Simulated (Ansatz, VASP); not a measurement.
Two plane-wave programs on MgO

INCAR

```
PREC     = Accurate       # precision mode
ENCUT    = 840            # plane-wave cutoff, eV
EDIFF    = 1E-6           # SCF threshold, eV
ISMEAR   = 0              # smearing method
SIGMA    = 0.05           # smearing width, eV
LREAL    = F              # projectors in reciprocal space
LASPH    = T              # aspherical terms in the spheres
NELM     = 120            # most SCF steps
ALGO     = Normal         # electronic algorithm
ISIF     = 2              # what is computed and relaxed
LWAVE    = F              # write WAVECAR
LCHARG   = T              # write CHGCAR
LELF     = T              # ELF
LVHAR    = T            
NBANDS   = 60             # bands
GGA_COMPAT= F
```

Contents of KPOINTS:

```
regular mesh
0
Gamma
  9 9 2
```

Contents of POSCAR:

```
MgO
1.0
    2.1351500000     -2.1351500000      0.0000000000
    2.1351500000      0.0000000000     -2.1351500000
    8.3673949192      8.3673949192      8.3673949192
Mg O
6 6
Direct
    0.6666666667      0.6666666667      0.0425291667
    0.0000000000      0.0000000000      0.8931125006
    0.3333333333      0.3333333333      0.2126458335
    0.6666666667      0.6666666667      0.5528791671
    0.0000000000      0.0000000000      0.3827625003
    0.3333333333      0.3333333333      0.7229958338
    0.6666666667      0.6666666667      0.2977041669
    0.0000000000      0.0000000000      0.1275875001
    0.3333333333      0.3333333333      0.4678208337
    0.6666666667      0.6666666667      0.8080541672
    1.0000000000      1.0000000000      0.6379375004
    0.3333333333      0.3333333333      0.9781708340
```

Input for Ansatz:

```yaml
crystal:
  lattice:
    - [2.13515, -2.13515, 0.0]
    - [2.13515, 0.0, -2.13515]
    - [8.3673949192, 8.3673949192, 8.3673949192]
  atoms:
    - { symbol: Mg, position: [0.6666666667, 0.6666666667, 0.0425291667] }
    - { symbol: Mg, position: [0.0, 0.0, 0.8931125006] }
    - { symbol: Mg, position: [0.3333333333, 0.3333333333, 0.2126458335] }
    - { symbol: Mg, position: [0.6666666667, 0.6666666667, 0.5528791671] }
    - { symbol: Mg, position: [0.0, 0.0, 0.3827625003] }
    - { symbol: Mg, position: [0.3333333333, 0.3333333333, 0.7229958338] }
    - { symbol: O, position: [0.6666666667, 0.6666666667, 0.2977041669] }
    - { symbol: O, position: [0.0, 0.0, 0.1275875001] }
    - { symbol: O, position: [0.3333333333, 0.3333333333, 0.4678208337] }
    - { symbol: O, position: [0.6666666667, 0.6666666667, 0.8080541672] }
    - { symbol: O, position: [1.0, 1.0, 0.6379375004] }
    - { symbol: O, position: [0.3333333333, 0.3333333333, 0.978170834] }
basis:
  ecutwfc: 420
kpoints:
  mp_grid: { grid: [9, 9, 2] }
hamiltonian:
  xc: lda
scf:
  occupations: { method: gaussian, width: 0.05 }
output:
  forces: true
  stress: true
  eigenvalues: true
  write_density: true
  write_potential: true
  elf: true
  volumetric_format: npy
```

Alike in both runs: task single point; functional LDA; k mesh 9 × 9 × 2; occupations gaussian, width 0.05 eV; no spin polarisation.

|  | VASP | Ansatz |
| --- | --- | --- |
| version | VASP 6.6.1 | Ansatz 0.2.0 |
| potentials or method | VASP PAW LDA potentials, release 64 (Mg_sv, O), cutoff 840 eV | scalar-relativistic, plane waves, PAW |
| valence electrons in the cell | 96 | 96 |

Ansatz gave:

| Item | Value |
| --- | --- |
| gap on the k mesh at the Fermi level (eV) | 3.66 |
| least direct gap on the mesh (eV) | 3.66 |
| pressure (GPa) | -8.1 |
| traceless stress, the component that is largest in VASP (GPa) | 1.39 |
| rms of the force components (eV/Å) | 0.709 |

Task: What did VASP give for the same quantities?

Result: gap on the k mesh at the Fermi level (eV): 3.67; least direct gap on the mesh (eV): 3.67; pressure (GPa): -7.6; traceless stress, the component that is largest in VASP (GPa): 1.38; rms of the force components (eV/Å): 0.716.

LDA's correlation is that of Perdew and Zunger in VASP and of Perdew and Wang (1992) in Ansatz. Atom by atom the forces differ by 0.006 eV/Å (rms over components).
